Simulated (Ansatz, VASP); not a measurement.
RuBrCl4 in VASP and in Ansatz

```
Ru Br Cl
1.0
     4.11906    0.00000    0.00000
     0.00000    4.11906    0.00000
     0.00000    0.00000   10.11840
Ru Br Cl
1 1 4
Cartesian
  0.0000 0.0000 0.0000
  2.0595 2.0595 5.0592
  2.0595 0.0000 8.7011
  0.0000 2.0595 1.4173
  2.0595 0.0000 1.4173
  0.0000 2.0595 8.7011
```

Change from the starting cell: species swapped into the CePrO4 type (P4/mmm, No. 123).

Alike in both runs: functional PBE; k mesh 10 × 10 × 4; occupations gaussian, width 0.1 eV; collinear spin.

Ansatz relaxed the structure, and its values are those at the end. VASP's run is a single point on that final structure, the one shown.

|  | VASP | Ansatz |
| --- | --- | --- |
| version | VASP 6.6.1 | Ansatz 0.2.0 |
| potentials or method | VASP PAW PBE potentials, release 64 (Ru_pv, Br, Cl), cutoff 520 eV | scalar-relativistic, plane waves, PAW |
| valence electrons in the cell | 49 | 51 |

Ansatz gave:

| Quantity | Value |
| --- | --- |
| gap on the k mesh at the Fermi level (eV) | none |
| pressure (GPa) | 0.0 |
| rms of the force components (eV/Å) | 0.000 |
| net moment per atom (μB) | 0.14 |
| size of the moment on the site where the two differ most (μB) | 0.81 |

Question: What did VASP give for the same quantities?

Answer: gap on the k mesh at the Fermi level (eV): none; pressure (GPa): -0.1; rms of the force components (eV/Å): 0.006; net moment per atom (μB): 0.14; size of the moment on the site where the two differ most (μB): 0.59.

Site moments also hang on the region over which each program counts them. A gap of «none» marks a metal or a gap that the smearing closes. With one functional, cell and mesh, what is left measures potentials, basis and numerics. VASP's potentials hold 49 valence electrons a cell and Ansatz's 51, so a difference there can come from the potentials and not from the codes.
